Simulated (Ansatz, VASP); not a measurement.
**NaI in VASP and in Ansatz**

Contents of INCAR:

```
ALGO     = Normal         # electronic algorithm
EDIFF    = 1E-7           # SCF threshold, eV
ENCUT    = 520            # plane-wave cutoff, eV
GGA      = PE             # functional
ISIF     = 2              # what is computed and relaxed
ISMEAR   = 0              # smearing method
LASPH    = T              # aspherical terms in the spheres
LCHARG   = F              # write CHGCAR
LREAL    = F              # projectors in reciprocal space
LWAVE    = F              # write WAVECAR
NBANDS   = 14             # bands
NELM     = 60             # most SCF steps
PREC     = Accurate       # precision mode
SIGMA    = 0.05           # smearing width, eV
```

KPOINTS

```
k-points
0
Gamma
  6 6 6
```

POSCAR

```
NaI
1.0
    0.0000000000      3.2364000000      3.1878540000
    3.2364000000      0.0000000000      3.1878540000
    3.2364000000      3.2364000000      0.0000000000
Na I
1 1
Direct
    0.0000000000      0.0000000000      0.0000000000
    0.5000000000      0.5000000000      0.5000000000
```

Input for Ansatz:

```yaml
crystal:
  lattice:
    - [0.0, 3.2364, 3.187854]
    - [3.2364, 0.0, 3.187854]
    - [3.2364, 3.2364, 0.0]
  atoms:
    - { symbol: Na, position: [0.0, 0.0, 0.0] }
    - { symbol: I, position: [0.5, 0.5, 0.5] }
basis:
  ecutwfc: 420
kpoints:
  mp_grid: { grid: [6, 6, 6] }
hamiltonian:
  xc: pbe
scf:
  occupations: { method: gaussian, width: 0.05 }
output:
  forces: true
  stress: true
  eigenvalues: true
```

Change from the starting cell: strain +0.000 along x and y, -0.015 along z, atoms carried along.

Alike in both runs: task single point; functional PBE; k mesh 6 × 6 × 6; occupations gaussian, width 0.05 eV; no spin polarisation.

|  | VASP | Ansatz |
| --- | --- | --- |
| version | VASP 6.6.1 | Ansatz 0.2.0 |
| potentials or method | VASP PAW PBE potentials, release 64 (Na_pv, I), cutoff 520 eV | scalar-relativistic, plane waves, PAW |
| valence electrons in the cell | 14 | 26 |

|  | VASP | Ansatz | Ansatz less VASP |
| --- | --- | --- | --- |
| gap on the k mesh at the Fermi level (eV) | 3.68 | 3.68 | +0.004 |
| least direct gap on the mesh (eV) | 3.68 | 3.68 | +0.004 |
| pressure (GPa) | 0.7 | 0.7 | -0.01 |
| traceless stress, the component that is largest in VASP (GPa) | 0.29 | 0.29 | -0.002 |

With one functional, cell and mesh, what is left measures potentials, basis and numerics. VASP's potentials hold 14 valence electrons a cell and Ansatz's 26, so a difference there can come from the potentials and not from the codes.

Spin-orbit coupling is off throughout.
